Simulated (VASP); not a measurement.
# WSe2: single point with PBEsol

WSe2, a slab with vacuum:

```xyz
15
Lattice="3.2712 0.0000 0.0000 -1.6356 2.8329 0.0000 0.0000 0.0000 44.7892" Properties=species:S:1:pos:R:3 pbc="T T T"
Se    0.0000    1.8886    7.5026
Se    0.0000    1.8886   10.8492
Se    1.6356    0.9443   14.1080
Se    1.6356    0.9443   17.4564
Se    0.0000    1.8886   20.7204
Se    0.0000    1.8886   24.0688
Se    1.6356    0.9443   27.3328
Se    1.6356    0.9443   30.6812
Se    0.0000    1.8886   33.9400
Se    0.0000    1.8886   37.2866
W     1.6356    0.9443    9.1747
W     0.0000    1.8886   15.7822
W     1.6356    0.9443   22.3946
W     0.0000    1.8886   29.0070
W     1.6356    0.9443   35.6145
```

```
Program                : VASP 6.6.1
Task                   : single point
Functional             : PBEsol
Potentials or basis    : VASP PAW PBE potentials, release 64 (Se, W_sv)
Cutoff                 : 520 eV
k mesh                 : 9 × 9 × 1
Occupations            : gaussian, width 0.05 eV
Spin                   : no spin polarisation
Dipole correction      : yes
Further INCAR settings : LREAL = Auto; ALGO = Normal; EDIFF = 1e-07; NBANDS = 78
```

```json
{
 "Largest force": "0.080 eV/Å",
 "Band gap on the k mesh": "1.22 eV (least direct gap 1.61 eV)"
}
```

Forces on the atoms (eV/Å):
```
Se   0.000  0.000 -0.065
Se   0.000  0.000  0.050
Se   0.000  0.000 -0.080
Se   0.000  0.000  0.057
Se   0.000  0.000 -0.070
Se   0.000  0.000  0.070
Se   0.000  0.000 -0.057
Se   0.000  0.000  0.080
Se   0.000  0.000 -0.050
Se   0.000  0.000  0.065
W    0.000  0.000  0.003
W    0.000  0.000 -0.002
W    0.000  0.000  0.000
W    0.000  0.000  0.002
W    0.000  0.000 -0.003
```

Levels at points of the mesh, in eV from the valence-band top:
```tsv
k point	band 63	band 64	band 65	band 66	band 67	band 68
(0.00, 0.00, 0.00)	-0.29	-0.10	0.00	2.83	2.83	2.84
```

Wall time 5.8 min on 1 thread of Intel(R) Xeon(R) 6975P-C (Granite Rapids) (shared host), peak memory 0.58 GiB.

Caveat: the PAW data sets were made with another functional, which shifts forces and pressure a little; spin-orbit coupling is left out, which moves the levels of the heavy elements.
